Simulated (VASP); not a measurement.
Set up this calculation in VASP 6.6.1, as the native input.

```
Task                   : single point
Functional             : PBE
Potentials or basis    : VASP PAW PBE potentials, release 64 (Tl_d)
Cutoff                 : 520 eV
k mesh                 : 11 × 11 × 6
Occupations            : fermi-dirac, width 0.05 eV
Spin                   : non-collinear spin, zero start, spin-orbit coupling
Starting moments       : [[0.0, 0.0, 0.0], [0.0, 0.0, 0.0]] μB
Dipole correction      : no
Further INCAR settings : ALGO = Normal; EDIFF = 1e-06; NBANDS = 38
```

The structure of Tl lies in POSCAR:

```
Tl
1.0
    3.4559983565      0.0000000000      0.0000000000
   -1.7279991783      2.9929823722      0.0000000000
    0.0000000000      0.0000000000      5.5250000000
Tl
2
Direct
    0.3333333333      0.6666666667      0.2500000000
    0.6666666667      0.3333333333      0.7500000000
```

These files were run (other wordings do the same):

INCAR

```
PREC     = Accurate       # precision mode
ENCUT    = 520            # plane-wave cutoff, eV
EDIFF    = 1E-6           # SCF threshold, eV
ISMEAR   = -1             # smearing method
SIGMA    = 0.05           # smearing width, eV
LREAL    = False          # projectors in reciprocal space
LASPH    = True           # aspherical terms in the spheres
NELM     = 150            # most SCF steps
ALGO     = Normal         # electronic algorithm
ISIF     = 2              # what is computed and relaxed
LWAVE    = False          # write WAVECAR
LCHARG   = False          # write CHGCAR
MAGMOM   = 0 0 0 0 0 0    # initial moments
LORBIT   = 11             # projections on sites
LSORBIT  = True           # spin-orbit coupling
GGA_COMPAT= False        
LORBMOM  = True         
GGA      = PE             # functional
NBANDS   = 38             # bands
```

KPOINTS

```
regular mesh
0
Gamma
  11 11 6
```

Potentials or basis: VASP PAW PBE potentials, release 64 (Tl_d).

Command:

```console
$ cat potpaw_PBE.64/Tl_d/POTCAR > POTCAR
$ mpirun -np 1 vasp_ncl > vasp.out
```

It gave:

- Pressure: 2.8 GPa
- Net moment: 0.00 μB per cell
- Valence electrons inside the program's atomic spheres: Tl 11.22

It took 6.4 min on 1 thread of Oxide Virtual Turin-like Processor, with other jobs on the host, peak memory 0.39 GiB.
